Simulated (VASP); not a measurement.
# In (P6_3/mmc) in VASP: settings compared, part 2 of 2

VASP 6.6.1.

## Step 3: Single point, PBEsol

This run uses another cell than the first one, of 25.49 Å³/atom, 1.042 times its volume.

Input file INCAR:

```
SYSTEM = In
ALGO     = Normal         ! electronic algorithm
EDIFF    = 1E-7           ! SCF threshold, eV
ENCUT    = 520            ! plane-wave cutoff, eV
GGA      = PS             ! functional
ISIF     = 2              ! what is computed and relaxed
ISMEAR   = -1             ! smearing method
LASPH    = .TRUE.         ! aspherical terms in the spheres
LCHARG   = .FALSE.        ! write CHGCAR
LREAL    = .FALSE.        ! projectors in reciprocal space
LWAVE    = .FALSE.        ! write WAVECAR
NBANDS   = 20             ! bands
NELM     = 100            ! most SCF steps
PREC     = Accurate       ! precision mode
SIGMA    = 0.05           ! smearing width, eV
```

Input file KPOINTS:

```
k-points
0
G
  9 9 5
  0 0 0
```

Input file POSCAR:

```
In
1.0
    3.2687750864      0.0000000000      0.0000000000
   -1.6343875432      2.8308422641      0.0000000000
    0.0000000000      0.0000000000      5.5091429200
In
2
Direct
    0.6666666667      0.3333333333      0.7500000000
    0.3333333333      0.6666666667      0.2500000000
```

Potentials or basis: VASP PAW PBE potentials, release 64 (In_d).

The run is started by

```console
cat potpaw_PBE.64/In_d/POTCAR > POTCAR
mpirun -np 1 vasp_std > vasp.out
```

OUTCAR:

```text
SYSTEM = In
   EDIFF = 1E-7
   ENCUT = 520
   GGA = PS
   ISIF = 2
   ISMEAR = -1
   LASPH = .TRUE.
   LREAL = .FALSE.
   NELM = 100
   PREC = Accurate

 ion  position               nearest neighbor table
   1  0.667  0.333  0.750-   2 3.34   2 3.34   2 3.34   2 3.34   2 3.34   2 3.34
   2  0.333  0.667  0.250-   1 3.34   1 3.34   1 3.34   1 3.34   1 3.34   1 3.34

  LATTYP: Found a hexagonal cell.
 ALAT       =     3.2687750864
 C/A-ratio  =     1.6853845169

  Lattice vectors:

 A1 = (   3.2687750864,   0.0000000000,   0.0000000000)
 A2 = (  -1.6343875432,   2.8308422641,   0.0000000000)
 A3 = (   0.0000000000,   0.0000000000,   5.5091429200)

Analysis of symmetry for initial positions (statically):
=====================================================================
 Subroutine PRICEL returns:
 Original cell was already a primitive cell.

 Routine SETGRP: Setting up the symmetry group for a
 hexagonal supercell.

 Subroutine GETGRP returns: Found 24 space group operations
 (whereof 12 operations were pure point group operations)
 out of a pool of 24 trial point group operations.
[... 153 lines left out ...]

 number of electron      26.0000016 magnetization

 Free energy of the ion-electron system (eV)
  ---------------------------------------------------
  ext. energy  EPLUGINS =         0.00000000
  ---------------------------------------------------
  free energy    TOTEN  =        -5.93495536 eV

  energy without entropy =       -5.92003831  energy(sigma->0) =       -5.92749683

 E-fermi :   7.7093     XC(G=0): -10.5308

 val. band max:        7.6993675434   @ k =   0.2222   0.2222   0.0000
 cond. band min:       7.7418877833   @ k =   0.4444   0.0000   0.2000
 fundamental gap:      0.0425202399
 Fermi energy:         7.7093024336

 k-point     1 :       0.0000    0.0000    0.0000
  band No.  band energies     occupation
      1      -6.9988      2.00000
      2      -6.9410      2.00000
      3      -6.9039      2.00000
      4      -6.9039      2.00000
      5      -6.8756      2.00000
      6      -6.8756      2.00000
[... 541 lines left out ...]
     19      14.3457      0.00000
     20      22.0748      0.00000

 [... further k-points ...]
[... 5 lines left out ...]
  --------------------------------------------------------------------------------------
  -------------------------------------------------------------------------------------
  Total        0.0581756      0.0581756      0.2010456      0.0000000     -0.0000000      0.0000000
  in kB        1.8283799      1.8283799      6.3185947      0.0000000     -0.0000000      0.0000000
  external PRESSURE =       3.3251181 kB  Pullay stress =       0.0000000 kB

 VOLUME and BASIS-vectors are now :
 -----------------------------------------------------------------------------
  energy-cutoff  :      520.00
  volume of cell :       50.98
      direct lattice vectors                 reciprocal lattice vectors
     3.268775086  0.000000000  0.000000000     0.305924994  0.176625878  0.000000000
    -1.634387543  2.830842264  0.000000000     0.000000000  0.353251756  0.000000000
     0.000000000  0.000000000  5.509142920     0.000000000  0.000000000  0.181516438

 POSITION                                       TOTAL-FORCE (eV/Angst)
 -----------------------------------------------------------------------------------
      1.63439      0.94361      4.13186         0.000000      0.000000      0.000000
     -0.00000      1.88723      1.37729        -0.000000     -0.000000      0.000000
 -----------------------------------------------------------------------------------
    total drift:                               -0.000000      0.000000      0.000000

  FREE ENERGIE OF THE ION-ELECTRON SYSTEM (eV)
  ---------------------------------------------------
  free  energy   TOTEN  =        -5.9349553625 eV

  energy  without entropy=       -5.9200383067  energy(sigma->0) =       -5.92749683
```

stdout:

```text
POSCAR found type information on POSCAR In
 POSCAR found :  1 types and       2 ions
 scaLAPACK will be used
 -----------------------------------------------------------------------------
|                                                                             |
|                                                                             |
|     You enforced a specific xc type in the INCAR file but a different       |
|     I HOPE YOU KNOW WHAT YOU ARE DOING!                                     |
|                                                                             |
 -----------------------------------------------------------------------------

 LDA part: xc-table for (Slater+PW92), standard interpolation
 POSCAR, INCAR and KPOINTS ok, starting setup
 FFT: planning ... GRIDC
 FFT: planning ... GRID_SOFT
 FFT: planning ... GRID
 WAVECAR not read
 entering main loop
```

It took 20 s on 1 thread of Intel Xeon 6975P-C (Granite Rapids), shared host; peak memory 0.16 GiB.

What came out:

| Item | Value |
| --- | --- |
| Free energy | -5.9350 eV |
| Pressure | 0.3 GPa |
| Band gap on the k mesh | zero (band 13 reaches 9.66 eV, above the bottom of band 14 at 5.68 eV) |

Levels at points of the mesh, in eV from the Fermi level:
| k point | band 10 | band 11 | band 12 | band 13 | band 14 | band 15 | band 16 | band 17 |
| --- | --- | --- | --- | --- | --- | --- | --- | --- |
| (0.00, 0.00, 0.00) | -14.29 | -9.81 | -4.76 | -3.66 | 8.87 | 8.87 | 10.03 | 10.69 |

Caveat: the PAW data sets were made with another functional, which shifts forces and pressure a little; spin-orbit coupling is left out, which moves the levels of the heavy elements.

## Step 4: Single point, LDA

This run uses another cell than the first one, of 24.95 Å³/atom, 1.020 times its volume.

Input file INCAR:

```
SYSTEM = In
  ALGO = Normal
  EDIFF = 1E-6
  ENCUT = 520
  ISIF = 2
  ISMEAR = -1
  LASPH = .TRUE.
  LCHARG = .FALSE.
  LREAL = .FALSE.
  LWAVE = .FALSE.
  NBANDS = 20
  NELM = 100
  PREC = Accurate
  SIGMA = 0.05
```

KPOINTS is that of step 3.

Input file POSCAR:

```
In
1.0
    3.2673945583      0.0000000000      0.0000000000
   -1.6336972791      2.8296466917      0.0000000000
    0.0000000000      0.0000000000      5.3966798754
In
2
Direct
    0.6666666667      0.3333333333      0.7500000000
    0.3333333333      0.6666666667      0.2500000000
```

Potentials or basis: VASP PAW LDA potentials, release 64 (In_d).

The run is started by

```console
cat potpaw_LDA.64/In_d/POTCAR > POTCAR
mpirun -np 1 vasp_std > vasp.out
```

Run time: 12 s. Hardware: 1 thread of Intel Xeon Platinum 8488C (Sapphire Rapids), shared host; peak memory 0.15 GiB.

It converged, with:

- Free energy: -6.3987 eV
- Pressure: -0.5 GPa
- Band gap on the k mesh: zero (band 13 reaches 10.03 eV, above the bottom of band 14 at 5.79 eV)

Stress tensor (GPa, compression positive):
```
-0.24  0.00  0.00
 0.00 -0.24  0.00
 0.00  0.00 -0.93
```

Levels at points of the mesh, in eV from the Fermi level:
```
           k point  band 9  band 10  band 11  band 12  band 13  band 14  band 15  band 16  band 17  band 18
(0.00, 0.00, 0.00)  -14.30   -14.30    -9.96    -4.59    -3.66     8.67     8.67    10.59    10.59    10.65
```

Caveat: spin-orbit coupling is left out, which moves the levels of the heavy elements.

## Step 5: Single point, LDA

This run uses another cell than the first one, of 25.48 Å³/atom, 1.042 times its volume.

Input file INCAR:

```
  PREC = Accurate
  ENCUT = 520
  EDIFF = 1E-6
  ISMEAR = -1
  SIGMA = 0.05
  LREAL = F
  LASPH = T
  NELM = 80
  ALGO = Fast
  ISIF = 2
  LWAVE = F
  LCHARG = F
  GGA = CA
  NBANDS = 20
```

Input file KPOINTS:

```
regular mesh
0
Gamma
  9 9 5
```

Input file POSCAR:

```
In
1.0
    3.2904051372      0.0000000000      0.0000000000
   -1.6452025686      2.8495744376      0.0000000000
    0.0000000000      0.0000000000      5.4346859154
In
2
Direct
    0.6666666667      0.3333333333      0.7500000000
    0.3333333333      0.6666666667      0.2500000000
```

The run is started by

```console
cat potpaw_LDA.64/In_d/POTCAR > POTCAR
mpirun -np 1 vasp_std > vasp.out
```

Run time: 20 s. Hardware: 1 thread of Intel Xeon Platinum 8488C (Sapphire Rapids), shared host; peak memory 0.15 GiB.

It converged, with:

```
Free energy            : -6.3928 eV
Pressure               : -1.4 GPa
Band gap on the k mesh : zero (band 13 reaches 9.73 eV, above the bottom of band 14 at 5.58 eV)
```

Stress tensor (GPa, compression positive):
```
-1.28  0.00  0.00
 0.00 -1.28  0.00
 0.00  0.00 -1.73
```

Levels at points of the mesh, in eV from the Fermi level:
| k point | band 11 | band 12 | band 13 | band 14 | band 15 | band 16 |
| --- | --- | --- | --- | --- | --- | --- |
| (0.00, 0.00, 0.00) | -9.80 | -4.57 | -3.56 | 8.52 | 8.52 | 10.41 |

Caveat: spin-orbit coupling is left out, which moves the levels of the heavy elements.

## Step 6: Single point, LDA

This run uses another cell than the first one, of 26.01 Å³/atom, 1.063 times its volume.

Input file INCAR:

```
SYSTEM = In
PREC = Accurate
ENCUT = 520
EDIFF = 1E-6
ISMEAR = -1
SIGMA = 0.05
LREAL = .False.
LASPH = .True.
NELM = 60
ALGO = Normal
ISIF = 2
LWAVE = .False.
LCHARG = .False.
NBANDS = 20
```

Input file KPOINTS:

```
Automatic mesh
0
Gamma
  9 9 5
  0 0 0
```

Input file POSCAR:

```
In
1.0
    3.3130983036      0.0000000000      0.0000000000
   -1.6565491518      2.8692272962      0.0000000000
    0.0000000000      0.0000000000      5.4721676924
In
2
Direct
    0.6666666667      0.3333333333      0.7500000000
    0.3333333333      0.6666666667      0.2500000000
```

Potentials or basis: VASP PAW LDA potentials, release 64 (In_d).

The run is started by

```console
cat potpaw_LDA.64/In_d/POTCAR > POTCAR
mpirun -np 1 vasp_std > vasp.out
```

Run time: 20 s. Hardware: 1 thread of Intel Xeon Platinum 8488C (Sapphire Rapids), shared host; peak memory 0.16 GiB.

It converged, with:

- Free energy: -6.3811 eV
- Pressure: -2.2 GPa
- Band gap on the k mesh: zero (band 13 reaches 9.44 eV, above the bottom of band 14 at 5.39 eV)

Stress tensor (GPa, compression positive):
```
-2.11  0.00  0.00
 0.00 -2.11  0.00
 0.00  0.00 -2.31
```

Levels at points of the mesh, in eV from the Fermi level:
| k point | band 9 | band 10 | band 11 | band 12 | band 13 | band 14 | band 15 | band 16 | band 17 | band 18 |
| --- | --- | --- | --- | --- | --- | --- | --- | --- | --- | --- |
| (0.00, 0.00, 0.00) | -14.28 | -14.28 | -9.65 | -4.56 | -3.46 | 8.38 | 8.38 | 10.24 | 10.24 | 10.31 |

Caveat: spin-orbit coupling is left out, which moves the levels of the heavy elements.

## Step 7: Summary

```tsv
level	potentials or basis	cell	gap on the mesh (eV)	pressure (GPa)
PBEsol	VASP PAW PBE potentials, release 64 (In_d)	a = 3.202, b = 3.202, c = 5.509 Å, angles 90.0, 90.0, 120.0°, 2 atoms	none	2.4
PBEsol	VASP PAW PBE potentials, release 64 (In_d)	a = 3.269, b = 3.269, c = 5.509 Å, angles 90.0, 90.0, 120.0°, 2 atoms	none	0.3
LDA	VASP PAW LDA potentials, release 64 (In_d)	a = 3.267, b = 3.267, c = 5.397 Å, angles 90.0, 90.0, 120.0°, 2 atoms	none	-0.5
LDA	VASP PAW LDA potentials, release 64 (In_d)	a = 3.290, b = 3.290, c = 5.435 Å, angles 90.0, 90.0, 120.0°, 2 atoms	none	-1.4
LDA	VASP PAW LDA potentials, release 64 (In_d)	a = 3.313, b = 3.313, c = 5.472 Å, angles 90.0, 90.0, 120.0°, 2 atoms	none	-2.2
```

Alike in all rows: task single point; no spin polarisation; k mesh 9 × 9 × 5; cutoff (eV) 520; smearing fermi-dirac 0.05 eV.

Caveats: spin-orbit coupling is left out, which moves the levels of the heavy elements; the PAW data sets were made with another functional, which shifts forces and pressure a little (some runs).

Absolute energies hang on the potentials; compare differences alone.
